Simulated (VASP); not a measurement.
# Ti8HO16 (a cell with a defect) in VASP: single point with LDA

Aim: the single point of Ti8HO16 (a cell with a defect) with LDA.

Everything below comes from runs of VASP 6.6.1. Logs are shortened: lines on timing, memory, paths and dates and some standing lists are left out, and cuts for length are marked.

## (1) The cell of the first run

The cell holds a defect, 25 atoms: a = 6.432 Å, b = 6.432 Å, c = 7.398 Å, α = 115.77°, β = 115.77°, γ = 90.00°.

## (2) Single point, LDA

Input file INCAR:

```
ALGO = Normal
EDIFF = 1E-6
ENCUT = 520
GGA = CA
ISIF = 2
ISMEAR = 0
LASPH = T
LCHARG = T
LELF = T
LREAL = Auto
LVHAR = T
LWAVE = F
NBANDS = 114
NELECT = 192.0
NELM = 100
PREC = Accurate
SIGMA = 0.02
```

Input file KPOINTS:

```
k-points
0
Gamma
  3 3 3
```

Input file POSCAR:

```
Ti8HO16
1.0
   -4.5481520261      4.5481520261      0.0000000000
    4.5481520261      4.5481520261      0.0000000000
    0.0000000000     -4.5481520261     -5.8342651417
Ti O H
8 16 1
Direct
    0.2319750532      0.7440058706      0.4945827675
    1.0180248829      0.5059940654      1.0054171104
    0.7626081270      0.2505702736      0.4945829389
    0.4873918948     -0.0005702461      1.0054171104
    0.6249999727      0.6249999727      0.2499999511
    0.3979797608      0.3882395411      0.7500001960
    0.1249999755      0.1249999755      0.2499999511
    0.8520202609      0.8617604806      0.7499998532
    0.1120614320      0.8202765448      0.2499322476
    0.8597051031      0.5642413648      0.7499993390
    0.6121298182      0.3203451566      0.2500690258
    0.3138784119      0.0833804000      0.7500005388
    0.7001077932      0.4818941112     -0.0013345297
    0.4514419470      0.2332287047      0.5013344318
    0.1928005016     -0.0190785197      0.0015597508
    0.9412406747      0.7293618733      0.4984403227
    0.5498921522      0.7681058342      0.5013344318
    0.3087593470      0.5206381485      1.0015597266
    0.0571995352      0.2690785565      0.4984403227
    0.7985580748      0.0167713228      0.9986656174
    0.1379386047      0.4297234862      0.2500678259
    0.9361215241      0.1666195418      0.7499993390
    0.6378703227      0.9296549844      0.2499310478
    0.3902949186      0.6857586569      0.7500007102
    0.1250000138      0.1250000138      0.7500000246
```

Potentials or basis: VASP PAW LDA potentials, release 64 (Ti_sv, O, H).

The run is started by

```sh
> cat potpaw_LDA.64/Ti_sv/POTCAR potpaw_LDA.64/O/POTCAR potpaw_LDA.64/H/POTCAR > POTCAR
> mpirun -np 1 vasp_std > vasp.out
```

OUTCAR:

```text
EDIFF = 1E-6
   ENCUT = 520
   GGA = CA
   ISIF = 2
   ISMEAR = 0
   LASPH = T
   LREAL = Auto
   NELECT = 192.0
   NELM = 100
   PREC = Accurate

 ion  position               nearest neighbor table
   1  0.232  0.744  0.495-  16 1.89  21 1.90   9 1.92  24 1.92  17 2.03  12 2.04   2 2.86
   2  0.018  0.506  0.005-  18 1.89   9 1.90  21 1.92  10 1.92  13 2.03  22 2.04   1 2.86
   3  0.763  0.251  0.495-  19 1.89  11 1.90  23 1.92  10 1.92  14 2.03  22 2.04   4 2.86
   4  0.487  0.999  0.005-  15 1.89  23 1.90  11 1.92  24 1.92  20 2.03  12 2.04   3 2.86
   5  0.625  0.625  0.250-  18 1.91  16 1.91  17 1.96  13 1.96  11 1.96  23 1.96
   6  0.398  0.388  0.750-  13 1.86  14 1.86  24 1.91  18 2.02  19 2.02  12 2.03
   7  0.125  0.125  0.250-  15 1.91  19 1.91  20 1.96  14 1.96  21 1.96   9 1.96
   8  0.852  0.862  0.750-  17 1.86  20 1.86  10 1.91  16 2.02  15 2.02  22 2.03
   9  0.112  0.820  0.250-   2 1.90   1 1.92   7 1.96
  10  0.860  0.564  0.750-   8 1.91   2 1.92   3 1.92
  11  0.612  0.320  0.250-   3 1.90   4 1.92   5 1.96
  12  0.314  0.083  0.750-  25 1.24   6 2.03   4 2.04   1 2.04
  13  0.700  0.482  0.999-   6 1.86   5 1.96   2 2.03
  14  0.451  0.233  0.501-   6 1.86   7 1.96   3 2.03
  15  0.193  0.981  0.002-   4 1.89   7 1.91   8 2.02
  16  0.941  0.729  0.498-   1 1.89   5 1.91   8 2.02
  17  0.550  0.768  0.501-   8 1.86   5 1.96   1 2.03
  18  0.309  0.521  0.002-   2 1.89   5 1.91   6 2.02
  19  0.057  0.269  0.498-   3 1.89   7 1.91   6 2.02
  20  0.799  0.017  0.999-   8 1.86   7 1.96   4 2.03
  21  0.138  0.430  0.250-   1 1.90   2 1.92   7 1.96
  22  0.936  0.167  0.750-  25 1.24   8 2.03   3 2.04   2 2.04
  23  0.638  0.930  0.250-   4 1.90   3 1.92   5 1.96
  24  0.390  0.686  0.750-   6 1.91   1 1.92   4 1.92
  25  0.125  0.125  0.750-  12 1.24  22 1.24

  LATTYP: Found a body centered tetragonal cell.
 ALAT       =     6.4320582790
 C/A-ratio  =     1.8141207335

  Lattice vectors:

 A1 = (  -4.5481520261,   0.0000000000,   5.8342651417)
 A2 = (   4.5481520261,   0.0000000000,   5.8342651417)
 A3 = (   0.0000000000,   4.5481520261,  -5.8342651417)

Analysis of symmetry for initial positions (statically):
=====================================================================
 Subroutine PRICEL returns:
 Original cell was already a primitive cell.

 Routine SETGRP: Setting up the symmetry group for a
 body centered tetragonal supercell.

 Subroutine GETGRP returns: Found  4 space group operations
 (whereof  1 operations were pure point group operations)
 out of a pool of 16 trial point group operations.

The static configuration has the point symmetry C_1 .
 The point group associated with its full space group is C_2h.

Analysis of symmetry for dynamics (positions and initial velocities):
=====================================================================
 Subroutine PRICEL returns:
 Original cell was already a primitive cell.

 Routine SETGRP: Setting up the symmetry group for a
 body centered tetragonal supercell.

 Subroutine GETGRP returns: Found  4 space group operations
 (whereof  1 operations were pure point group operations)
 out of a pool of 16 trial point group operations.

The dynamic configuration has the point symmetry C_1 .
 The point group associated with its full space group is C_2h.

 Subroutine INISYM returns: Found  4 space group operations
 (whereof  1 operations are pure point group operations),
 and found     1 'primitive' translations

----------------------------------------------------------------------------------------

                                     Primitive cell

  volume of cell :     241.3716

  direct lattice vectors                    reciprocal lattice vectors
    -4.548152026  4.548152026  0.000000000    -0.109934760  0.109934760 -0.085700596
     4.548152026  4.548152026  0.000000000     0.109934760  0.109934760 -0.085700596
     0.000000000 -4.548152026 -5.834265142     0.000000000  0.000000000 -0.171401192

  length of vectors
     6.432058279  6.432058279  7.397589918     0.177527167  0.177527167  0.171401192

  position of ions in fractional coordinates (direct lattice)
     0.231975053  0.744005871  0.494582767
     0.018024883  0.505994065  0.005417110
     0.762608127  0.250570274  0.494582939
     0.487391895  0.999429754  0.005417110
     0.624999973  0.624999973  0.249999951
     0.397979761  0.388239541  0.750000196
[... 17 lines left out ...]
     0.390294919  0.685758657  0.750000710
     0.125000014  0.125000014  0.750000025

  ion indices of the primitive-cell ions
   primitive index   ion index
                 1           1
                 2           2
                 3           3
                 4           4
                 5           5
                 6           6
[... 17 lines left out ...]
                24          24
                25          25

----------------------------------------------------------------------------------------

 KPOINTS: k-points

Automatic generation of k-mesh.
 Grid dimensions read from file:
 generate k-points for:    3    3    3

 Generating k-lattice:

  Cartesian coordinates                     Fractional coordinates (reciprocal lattice)
    -0.036644920  0.036644920 -0.028566865     0.333333333  0.000000000 -0.000000000
     0.036644920  0.036644920 -0.028566865     0.000000000  0.333333333 -0.000000000
     0.000000000  0.000000000 -0.057133731     0.000000000  0.000000000  0.333333333

  Length of vectors
     0.059175722  0.059175722  0.057133731

  Shift w.r.t. Gamma in fractional coordinates (k-lattice)
     0.000000000  0.000000000  0.000000000

 Subroutine IBZKPT returns following result:
 ===========================================

 Found     10 irreducible k-points:

 Following reciprocal coordinates:
            Coordinates               Weight
  0.000000  0.000000  0.000000      1.000000
  0.333333  0.000000 -0.000000      4.000000
  0.000000 -0.333333  0.333333      4.000000
  0.333333  0.333333 -0.000000      4.000000
  0.333333 -0.333333  0.333333      4.000000
 -0.333333  0.333333  0.000000      2.000000
  0.333333  0.333333 -0.333333      2.000000
  0.000000  0.000000  0.333333      2.000000
  0.333333  0.000000  0.333333      2.000000
  0.000000 -0.333333 -0.333333      2.000000
   k-points           NKPTS =     10   k-points in BZ     NKDIM =     10   number of bands    NBANDS=    114
   number of dos      NEDOS =    301   number of ions     NIONS =     25
   total plane-waves  NPLWV = 129024
   dimension x,y,z NGX =    48 NGY =   48 NGZ =   56
   dimension x,y,z NGXF=    96 NGYF=   96 NGZF=  112
   ions per type =               8  16   1
   NGX,Y,Z   is equivalent  to a cutoff of  12.41, 12.41, 12.58 a.u.
   NGXF,Y,Z  is equivalent  to a cutoff of  24.81, 24.81, 25.17 a.u.
 SYSTEM =  unknown system
   PREC   = accura    normal or accurate (medium, high low for compatibility)
   ISTART =      0    job   : 0-new  1-cont  2-samecut
   ICHARG =      2    charge: 1-file 2-atom 10-const
   ISPIN  =      1    spin polarized calculation?
   LNONCOLLINEAR =      F non collinear calculations
   LSORBIT =      F    spin-orbit coupling
   LASPH  =      T    aspherical Exc in radial PAW
   ENCUT  =  520.0 eV  38.22 Ry    6.18 a.u.  11.96 11.96 13.75*2*pi/ulx,y,z
   NELM   =    100;   NELMIN=  2; NELMDL= -5     # of ELM steps
   EDIFF  = 0.1E-05   stopping-criterion for ELM
   LREAL  =      T    real-space projection
   EDIFFG = 0.1E-04   stopping-criterion for IOM
   NSW    =      0    number of steps for IOM
   IBRION =     -1    ionic relax: 0-MD 1-quasi-New 2-CG
   NFREE  =      0    steps in history (QN), initial steepest desc. (CG)
   ISIF   =      2    stress and relaxation
   ISYM   =      2    0-nonsym 1-usesym 2-fastsym
   POTIM  = 0.5000    time-step for ionic-motion
   TEBEG  =    0.0;   TEEND  =   0.0 temperature during run
   PSTRESS=    0.0 pullay stress
   NELECT =     192.0000    total number of electrons
   NUPDOWN=      -1.0000    fix difference up-down
   EMIN   =  10.00;   EMAX   =-10.00  energy-range for DOS
   EFERMI =   0.00;   METHOD = LEGACY
   ISMEAR =     0;   SIGMA  =   0.02  broadening in eV -4-tet -1-fermi 0-gaus
   EFERMI_NEDOS =   21; number of points for ismear=-14 and -15
   IALGO  =     38    algorithm
   IMIX   =      4    mixing-type and parameters
     AMIX     =   0.40;   BMIX     =  1.00
     AMIX_MAG =   1.60;   BMIX_MAG =  1.00
  volume/ion in A,a.u.               =       9.65        65.15
  Fermi-wavevector in a.u.,A,eV,Ry     =   1.516864  2.866457 31.305309  2.300875
  Thomas-Fermi vector in A             =   2.626196
   LORBIT       =      0    0 simple, 1 ext, 2 COOP (PROOUT), +10 PAW based schemes
   GGA     = CA    functional components
   LHFCALC =     F    Hartree Fock is set to
   AEXX    =    0.0000 exact exchange contribution
   IVDW    =     0    specifies the selected vdW correction
   LEPSILON=     F    determine dielectric tensor
   LRPA    =     F    only Hartree local field effects (RPA)
 non-spin polarized calculation
 Gauss-broadening in eV      SIGMA  =   0.02
  energy-cutoff  :      520.00
  volume of cell :      241.37
 maximum number of plane-waves:      6515
   NGX = 23   NGY = 23   NGZ = 27

 number of electron     191.9999989 magnetization

 Free energy of the ion-electron system (eV)
  ---------------------------------------------------
  ext. energy  EPLUGINS =         0.00000000
  ---------------------------------------------------
  free energy    TOTEN  =      -245.33178452 eV

  energy without entropy =     -245.33178452  energy(sigma->0) =     -245.33178452

 E-fermi :   4.8598     XC(G=0): -12.1820

 val. band max:        4.6785438590   @ k =   0.0000   0.0000   0.0000
 cond. band min:       6.8948313992   @ k =   0.0000   0.0000   0.0000
 fundamental gap:      2.2162875402
 Fermi energy:         4.8598097932

 k-point     1 :       0.0000    0.0000    0.0000
  band No.  band energies     occupation
      1     -51.0955      2.00000
      2     -51.0726      2.00000
      3     -51.0607      2.00000
      4     -51.0598      2.00000
      5     -51.0586      2.00000
      6     -51.0403      2.00000
[... 100 lines left out ...]
    107       7.8759      0.00000
    108       7.9319      0.00000
[... 997 lines left out ...]
    107       7.9718      0.00000
    108       8.0028      0.00000
 [bands above 108 left out]

------------------------ aborting loop because EDIFF is reached ----------------------------------------

  FORCE on cell =-STRESS in cart. coord.  units (eV):
  Direction    XX          YY          ZZ          XY          YZ          ZX
  --------------------------------------------------------------------------------------
  -------------------------------------------------------------------------------------
  Total      -15.3641367     -5.9699597     -5.2748718      2.2420709      0.0000000      0.0000000
  in kB     -101.9841409    -39.6274274    -35.0135698     14.8824293      0.0000000      0.0000000
  external PRESSURE =     -58.8750461 kB  Pullay stress =       0.0000000 kB

 VOLUME and BASIS-vectors are now :
 -----------------------------------------------------------------------------
  energy-cutoff  :      520.00
  volume of cell :      241.37
      direct lattice vectors                 reciprocal lattice vectors
    -4.548152026  4.548152026  0.000000000    -0.109934760  0.109934760 -0.085700596
     4.548152026  4.548152026  0.000000000     0.109934760  0.109934760 -0.085700596
     0.000000000 -4.548152026 -5.834265142     0.000000000  0.000000000 -0.171401192

 POSITION                                       TOTAL-FORCE (eV/Angst)
 -----------------------------------------------------------------------------------
      2.32879      2.18947     -2.88553         0.014639      0.037372     -0.060409
      2.21936      2.35868     -0.03160        -0.014639     -0.037372      0.060409
     -2.32883      2.35865     -2.88553        -0.014639     -0.037372     -0.060409
      2.32883      6.73765     -0.03160         0.014639      0.037372      0.060409
      0.00000      4.54815     -1.45857        -0.000000      0.000000     -0.000000
     -0.04430      0.16473     -4.37570         0.017828     -0.037352     -0.000000
[... 17 lines left out ...]
      1.34381      1.48294     -4.37570        -0.027582     -0.003029     -0.000000
      0.00000     -2.27408     -4.37570        -0.000000      0.000000     -0.000000
 -----------------------------------------------------------------------------------
    total drift:                                0.000234     -0.000288     -0.004679

  FREE ENERGIE OF THE ION-ELECTRON SYSTEM (eV)
  ---------------------------------------------------
  free  energy   TOTEN  =      -245.3317845166 eV

  energy  without entropy=     -245.3317845166  energy(sigma->0) =     -245.33178452
```

Run time: 14 min. Hardware: 1 thread of AMD EPYC 7R13 (Zen 3), shared host; peak memory 0.33 GiB.

What came out:

```yaml
Free_energy: -245.3318 eV
Largest_force: 0.073 eV/Å
```

Forces on the atoms (eV/Å):
```
Ti   0.015  0.037 -0.060
Ti  -0.015 -0.037  0.060
Ti  -0.015 -0.037 -0.060
Ti   0.015  0.037  0.060
Ti   0.000  0.000  0.000
Ti   0.018 -0.037  0.000
Ti   0.000  0.000  0.000
Ti  -0.018  0.037  0.000
O    0.051  0.040 -0.017
O    0.028  0.003  0.000
O    0.051  0.040  0.017
O   -0.031  0.029  0.000
O   -0.048  0.036 -0.040
O   -0.048  0.036  0.040
O   -0.012  0.001  0.031
O   -0.012  0.001 -0.031
O    0.048 -0.036  0.040
O    0.012 -0.001  0.031
O    0.012 -0.001 -0.031
O    0.048 -0.036 -0.040
O   -0.051 -0.040  0.017
O    0.031 -0.029  0.000
O   -0.051 -0.040 -0.017
O   -0.028 -0.003  0.000
H    0.000  0.000  0.000
```

Levels at points of the mesh, in eV from the Fermi level:
```tsv
k point	band 93	band 94	band 95	band 96	band 97	band 98	band 99	band 100
(0.00, 0.00, 0.00)	-0.54	-0.50	-0.34	-0.18	2.03	2.24	2.51	2.65
```

Caveat: the cell carries a net charge on a neutralising background, which shifts energy and pressure; the cell is charged against a uniform background, so pressure and absolute levels hang on convention.
